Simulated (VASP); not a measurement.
# ErSc2Sb3 (P-6m2) in VASP: single point with PBE

Aim: the single point of ErSc2Sb3 with PBE.

Everything below comes from runs of VASP 6.6.1. Logs are shortened: lines on timing, memory, paths and dates and some standing lists are left out, and cuts for length are marked.

**1. The cell of the first run**

The structure is hexagonal, space group P-6m2 (No. 187). Conventional cell: a = 5.086 Å, b = 5.086 Å, c = 8.840 Å, α = 90.00°, β = 90.00°, γ = 120.00°. Within 3.9 Å of Er (site symmetry -6m2) lie 5 Sb at 2.94 to 2.96 Å and 3 Sc at 2.94 Å. Sc (site symmetry -6m2) has 8 Sb at 3.28 to 4.42 Å within 4.5 Å. Within 3.9 Å of Sc (site symmetry -6m2) lie 3 Er at 2.94 Å and 3 Sb at 2.94 Å. Within 3.9 Å of Sb (site symmetry 3m) lie 1 Sb at 2.93 Å and 1 Er at 2.96 Å and 3 Sc at 3.28 Å. Sb (site symmetry -6m2) has 3 Er at 2.94 Å and 3 Sc at 2.94 Å within 3.9 Å.

The cell was built from a structure type or drawn by symmetry, and may not be a known phase.

**2. Single point, PBE**

The input, INCAR:

```
SYSTEM = ErSc2Sb3
PREC = Accurate
ENCUT = 500
EDIFF = 1E-6
ISMEAR = 0
SIGMA = 0.2
LREAL = .False.
LASPH = .True.
NELM = 200
ALGO = Normal
ISIF = 2
LWAVE = .False.
LCHARG = .False.
GGA = PE
NBANDS = 32
GGA_COMPAT = .False.
LMAXMIX = 6
```

The input, KPOINTS:

```
Automatic mesh
0
Gamma
  4 4 2
  0 0 0
```

The input, POSCAR:

```
ErSc2Sb3
1.0
    5.0861429336     -0.0000000029      0.0000000000
   -2.5430714643      4.4047289893      0.0000000000
    0.0000000000      0.0000000000      8.8402906116
Er Sc Sb
1 2 3
Direct
    0.3333333333      0.6666666667      0.0000000000
    0.6666666667      0.3333333333      0.5000000000
    0.0000000000      0.0000000000      0.0000000000
    0.3333333333      0.6666666667      0.3344281287
    0.3333333333      0.6666666667      0.6655718713
    0.6666666667      0.3333333333      0.0000000000
```

Potentials or basis: VASP PAW PBE potentials, release 64 (Er_3, Sc_sv, Sb), 4f in core.

Started as:

```
$ cat potpaw_PBE.64/Er_3/POTCAR potpaw_PBE.64/Sc_sv/POTCAR potpaw_PBE.64/Sb/POTCAR > POTCAR
$ mpirun -np 1 vasp_std > vasp.out
```

OUTCAR:

```text
SYSTEM = ErSc2Sb3
   PREC = Accurate
   ENCUT = 500
   EDIFF = 1E-6
   ISMEAR = 0
   LREAL = .False.
   LASPH = .True.
   NELM = 200
   ISIF = 2
   GGA = PE

 ion  position               nearest neighbor table
   1  0.333  0.667  0.000-   6 2.94   3 2.94   6 2.94   3 2.94   3 2.94   6 2.94   5 2.96   4 2.96

   2  0.667  0.333  0.500-   4 3.28   5 3.28   4 3.28   5 3.28   4 3.28   5 3.28
   3  0.000  0.000  0.000-   1 2.94   6 2.94   6 2.94   1 2.94   6 2.94   1 2.94
   4  0.333  0.667  0.334-   5 2.93   1 2.96   2 3.28   2 3.28   2 3.28
   5  0.333  0.667  0.666-   4 2.93   1 2.96   2 3.28   2 3.28   2 3.28
   6  0.667  0.333  0.000-   1 2.94   3 2.94   1 2.94   3 2.94   3 2.94   1 2.94

  LATTYP: Found a hexagonal cell.
 ALAT       =     5.0861429336
 C/A-ratio  =     1.7381128936

  Lattice vectors:

 A1 = (   5.0861429336,  -0.0000000029,   0.0000000000)
 A2 = (  -2.5430714643,   4.4047289893,   0.0000000000)
 A3 = (   0.0000000000,   0.0000000000,   8.8402906116)

Analysis of symmetry for initial positions (statically):
=====================================================================
 Subroutine PRICEL returns:
 Original cell was already a primitive cell.

 Routine SETGRP: Setting up the symmetry group for a
 hexagonal supercell.

 Subroutine GETGRP returns: Found 12 space group operations
 (whereof 12 operations were pure point group operations)
 out of a pool of 24 trial point group operations.

The static configuration has the point symmetry D_3h.

Analysis of symmetry for dynamics (positions and initial velocities):
=====================================================================
 Subroutine PRICEL returns:
 Original cell was already a primitive cell.

 Routine SETGRP: Setting up the symmetry group for a
 hexagonal supercell.

 Subroutine GETGRP returns: Found 12 space group operations
 (whereof 12 operations were pure point group operations)
 out of a pool of 24 trial point group operations.

The dynamic configuration has the point symmetry D_3h.

 Subroutine INISYM returns: Found 12 space group operations
 (whereof 12 operations are pure point group operations),
 and found     1 'primitive' translations

----------------------------------------------------------------------------------------

                                     Primitive cell

  volume of cell :     198.0497

  direct lattice vectors                    reciprocal lattice vectors
     5.086142934 -0.000000003  0.000000000     0.196612642  0.113514362  0.000000000
    -2.543071464  4.404728989  0.000000000     0.000000000  0.227028724  0.000000000
     0.000000000  0.000000000  8.840290612     0.000000000  0.000000000  0.113118453

  length of vectors
     5.086142934  5.086142934  8.840290612     0.227028724  0.227028724  0.113118453

  position of ions in fractional coordinates (direct lattice)
     0.333333333  0.666666667  0.000000000
     0.666666667  0.333333333  0.500000000
     0.000000000  0.000000000  0.000000000
     0.333333333  0.666666667  0.334428129
     0.333333333  0.666666667  0.665571871
     0.666666667  0.333333333  0.000000000

  ion indices of the primitive-cell ions
   primitive index   ion index
                 1           1
                 2           2
                 3           3
                 4           4
                 5           5
                 6           6

----------------------------------------------------------------------------------------

 KPOINTS: Automatic mesh

Automatic generation of k-mesh.
 Grid dimensions read from file:
 generate k-points for:    4    4    2

 Generating k-lattice:

  Cartesian coordinates                     Fractional coordinates (reciprocal lattice)
     0.049153161  0.028378590  0.000000000     0.250000000  0.000000000  0.000000000
     0.000000000  0.056757181  0.000000000    -0.000000000  0.250000000  0.000000000
     0.000000000  0.000000000  0.056559227     0.000000000  0.000000000  0.500000000

  Length of vectors
     0.056757181  0.056757181  0.056559227

  Shift w.r.t. Gamma in fractional coordinates (k-lattice)
     0.000000000  0.000000000  0.000000000

 Subroutine IBZKPT returns following result:
 ===========================================

 Found      8 irreducible k-points:

 Following reciprocal coordinates:
            Coordinates               Weight
  0.000000  0.000000  0.000000      1.000000
  0.250000  0.000000  0.000000      6.000000
  0.500000  0.000000  0.000000      3.000000
  0.250000  0.250000  0.000000      6.000000
  0.000000  0.000000  0.500000      1.000000
  0.250000  0.000000  0.500000      6.000000
  0.500000  0.000000  0.500000      3.000000
  0.250000  0.250000  0.500000      6.000000
   k-points           NKPTS =      8   k-points in BZ     NKDIM =      8   number of bands    NBANDS=     32
   number of dos      NEDOS =    301   number of ions     NIONS =      6
   total plane-waves  NPLWV = 102400
   dimension x,y,z NGX =    40 NGY =   40 NGZ =   64
   dimension x,y,z NGXF=    80 NGYF=   80 NGZF=  128
   ions per type =               1   2   3
   NGX,Y,Z   is equivalent  to a cutoff of  13.07, 13.07, 12.04 a.u.
   NGXF,Y,Z  is equivalent  to a cutoff of  26.15, 26.15, 24.07 a.u.
 SYSTEM =  ErSc2Sb3
   PREC   = accura    normal or accurate (medium, high low for compatibility)
   ISTART =      0    job   : 0-new  1-cont  2-samecut
   ICHARG =      2    charge: 1-file 2-atom 10-const
   ISPIN  =      1    spin polarized calculation?
   LNONCOLLINEAR =      F non collinear calculations
   LSORBIT =      F    spin-orbit coupling
   LASPH  =      T    aspherical Exc in radial PAW
   ENCUT  =  500.0 eV  36.75 Ry    6.06 a.u.   9.27  9.27 16.12*2*pi/ulx,y,z
   NELM   =    200;   NELMIN=  2; NELMDL= -5     # of ELM steps
   EDIFF  = 0.1E-05   stopping-criterion for ELM
   LREAL  =      F    real-space projection
   EDIFFG = 0.1E-04   stopping-criterion for IOM
   NSW    =      0    number of steps for IOM
   IBRION =     -1    ionic relax: 0-MD 1-quasi-New 2-CG
   NFREE  =      0    steps in history (QN), initial steepest desc. (CG)
   ISIF   =      2    stress and relaxation
   ISYM   =      2    0-nonsym 1-usesym 2-fastsym
   POTIM  = 0.5000    time-step for ionic-motion
   TEBEG  =    0.0;   TEEND  =   0.0 temperature during run
   PSTRESS=    0.0 pullay stress
   NELECT =      46.0000    total number of electrons
   NUPDOWN=      -1.0000    fix difference up-down
   EMIN   =  10.00;   EMAX   =-10.00  energy-range for DOS
   EFERMI =   0.00;   METHOD = LEGACY
   ISMEAR =     0;   SIGMA  =   0.20  broadening in eV -4-tet -1-fermi 0-gaus
   EFERMI_NEDOS =   21; number of points for ismear=-14 and -15
   IALGO  =     38    algorithm
   IMIX   =      4    mixing-type and parameters
     AMIX     =   0.40;   BMIX     =  1.00
     AMIX_MAG =   1.60;   BMIX_MAG =  1.00
  volume/ion in A,a.u.               =      33.01       222.75
  Fermi-wavevector in a.u.,A,eV,Ry     =   1.006320  1.901669 13.778341  1.012680
  Thomas-Fermi vector in A             =   2.139055
   LORBIT       =      0    0 simple, 1 ext, 2 COOP (PROOUT), +10 PAW based schemes
   GGA     = PE    functional components
   LHFCALC =     F    Hartree Fock is set to
   AEXX    =    0.0000 exact exchange contribution
   IVDW    =     0    specifies the selected vdW correction
   LEPSILON=     F    determine dielectric tensor
   LRPA    =     F    only Hartree local field effects (RPA)
 non-spin polarized calculation
 Gauss-broadening in eV      SIGMA  =   0.20
  energy-cutoff  :      500.00
  volume of cell :      198.05
 maximum number of plane-waves:      5049
 NGX is ok and might be reduce to    40
   NGX = 19   NGY = 19   NGZ = 33

 number of electron      45.9999996 magnetization

 Free energy of the ion-electron system (eV)
  ---------------------------------------------------
  ext. energy  EPLUGINS =         0.00000000
  ---------------------------------------------------
  free energy    TOTEN  =       -29.45125237 eV

  energy without entropy =      -29.34009713  energy(sigma->0) =      -29.39567475

 E-fermi :   4.2499     XC(G=0):  -8.8139

 val. band max:        4.2384027923   @ k =   0.2500   0.2500   0.0000
 cond. band min:       4.3074181945   @ k =   0.5000   0.0000   0.5000
 fundamental gap:      0.0690154022
 Fermi energy:         4.2498951624

 k-point     1 :       0.0000    0.0000    0.0000
  band No.  band energies     occupation
      1     -46.8367      2.00000
      2     -45.9182      2.00000
      3     -25.4364      2.00000
      4     -25.4364      2.00000
      5     -25.3910      2.00000
      6     -24.7282      2.00000
[... 24 lines left out ...]
     31       5.8582      0.00000
     32       5.9555      0.00000

 k-point     2 :       0.2500    0.0000    0.0000
  band No.  band energies     occupation
      1     -46.8366      2.00000
      2     -45.9183      2.00000
      3     -25.4375      2.00000
      4     -25.4366      2.00000
      5     -25.3908      2.00000
      6     -24.7276      2.00000
[... 24 lines left out ...]
     31       5.6570      0.00000
     32       6.1533      0.00000

 k-point     3 :       0.5000    0.0000    0.0000
  band No.  band energies     occupation
      1     -46.8366      2.00000
      2     -45.9185      2.00000
      3     -25.4386      2.00000
      4     -25.4369      2.00000
      5     -25.3907      2.00000
      6     -24.7269      2.00000
[... 24 lines left out ...]
     31       6.0895      0.00000
     32       6.2936      0.00000

 k-point     4 :       0.2500    0.2500    0.0000
  band No.  band energies     occupation
      1     -46.8366      2.00000
      2     -45.9185      2.00000
      3     -25.4383      2.00000
      4     -25.4372      2.00000
      5     -25.3907      2.00000
      6     -24.7269      2.00000
[... 24 lines left out ...]
     31       5.5177      0.00000
     32       5.6308      0.00000

 k-point     5 :       0.0000    0.0000    0.5000
  band No.  band energies     occupation
      1     -46.8367      2.00000
      2     -45.9182      2.00000
      3     -25.4364      2.00000
      4     -25.4364      2.00000
      5     -25.3910      2.00000
      6     -24.7282      2.00000
[... 24 lines left out ...]
     31       5.6384      0.00000
     32       5.7560      0.00000

 k-point     6 :       0.2500    0.0000    0.5000
  band No.  band energies     occupation
      1     -46.8366      2.00000
      2     -45.9183      2.00000
      3     -25.4375      2.00000
      4     -25.4366      2.00000
      5     -25.3909      2.00000
      6     -24.7276      2.00000
[... 24 lines left out ...]
     31       5.5997      0.00000
     32       6.1588      0.00000

 k-point     7 :       0.5000    0.0000    0.5000
  band No.  band energies     occupation
      1     -46.8366      2.00000
      2     -45.9185      2.00000
      3     -25.4386      2.00000
      4     -25.4369      2.00000
      5     -25.3907      2.00000
      6     -24.7269      2.00000
[... 24 lines left out ...]
     31       5.5760      0.00000
     32       5.8542      0.00000

 k-point     8 :       0.2500    0.2500    0.5000
  band No.  band energies     occupation
      1     -46.8366      2.00000
      2     -45.9185      2.00000
      3     -25.4383      2.00000
      4     -25.4372      2.00000
      5     -25.3907      2.00000
      6     -24.7270      2.00000
[... 24 lines left out ...]
     31       5.4803      0.00000
     32       5.6384      0.00000

------------------------ aborting loop because EDIFF is reached ----------------------------------------

  FORCE on cell =-STRESS in cart. coord.  units (eV):
  Direction    XX          YY          ZZ          XY          YZ          ZX
  --------------------------------------------------------------------------------------
  -------------------------------------------------------------------------------------
  Total        0.5792963      0.5792963      0.5134769     -0.0000000      0.0000000      0.0000000
  in kB        4.6863753      4.6863753      4.1539107     -0.0000000      0.0000000      0.0000000
  external PRESSURE =       4.5088871 kB  Pullay stress =       0.0000000 kB

 VOLUME and BASIS-vectors are now :
 -----------------------------------------------------------------------------
  energy-cutoff  :      500.00
  volume of cell :      198.05
      direct lattice vectors                 reciprocal lattice vectors
     5.086142934 -0.000000003  0.000000000     0.196612642  0.113514362  0.000000000
    -2.543071464  4.404728989  0.000000000     0.000000000  0.227028724  0.000000000
     0.000000000  0.000000000  8.840290612     0.000000000  0.000000000  0.113118453

 POSITION                                       TOTAL-FORCE (eV/Angst)
 -----------------------------------------------------------------------------------
      0.00000      2.93649      0.00000        -0.000000      0.000000      0.000000
      2.54307      1.46824      4.42015         0.000000      0.000000      0.000000
      0.00000      0.00000      0.00000        -0.000000      0.000000      0.000000
      0.00000      2.93649      2.95644        -0.000000      0.000000     -0.013754
      0.00000      2.93649      5.88385        -0.000000     -0.000000      0.013754
      2.54307      1.46824      0.00000        -0.000000     -0.000000      0.000000
 -----------------------------------------------------------------------------------
    total drift:                               -0.000000      0.000000      0.000000

  FREE ENERGIE OF THE ION-ELECTRON SYSTEM (eV)
  ---------------------------------------------------
  free  energy   TOTEN  =       -29.4512523740 eV

  energy  without entropy=      -29.3400971257  energy(sigma->0) =      -29.39567475
```

Run time: 60 s. Hardware: 1 thread of AMD EPYC 7R13 (Zen 3), shared host; peak memory 0.29 GiB.

Results:

- Free energy: -29.4513 eV
- Pressure: 0.5 GPa
- Largest force: 0.014 eV/Å
- Band gap on the k mesh: zero (bands 23 and 24 overlap by 0.40 eV)

Forces on the atoms (eV/Å):
```
Er   0.000  0.000  0.000
Sc   0.000  0.000  0.000
Sc   0.000  0.000  0.000
Sb   0.000  0.000 -0.014
Sb   0.000  0.000  0.014
Sb   0.000  0.000  0.000
```

Levels at points of the mesh, in eV from the Fermi level:
```tsv
k point	band 20	band 21	band 22	band 23	band 24	band 25	band 26	band 27
(0.00, 0.00, 0.00)	-1.70	-0.88	-0.88	0.32	0.32	0.43	0.88	0.88
(0.50, 0.00, 0.00)	-1.71	-1.53	-0.79	-0.50	0.27	0.37	0.39	0.58
(0.00, 0.00, 0.50)	-0.66	-0.49	-0.49	-0.32	0.29	0.29	0.80	0.80
(0.50, 0.00, 0.50)	-1.75	-1.45	-0.96	-0.73	-0.08	0.06	0.46	0.67
```

Caveat: spin-orbit coupling is left out, which moves the levels of the heavy elements; the 4f electrons are frozen in the core, so they carry no moment and show no levels. Spin polarisation is off, so any magnetic state and its effect on volume and gap are missing.
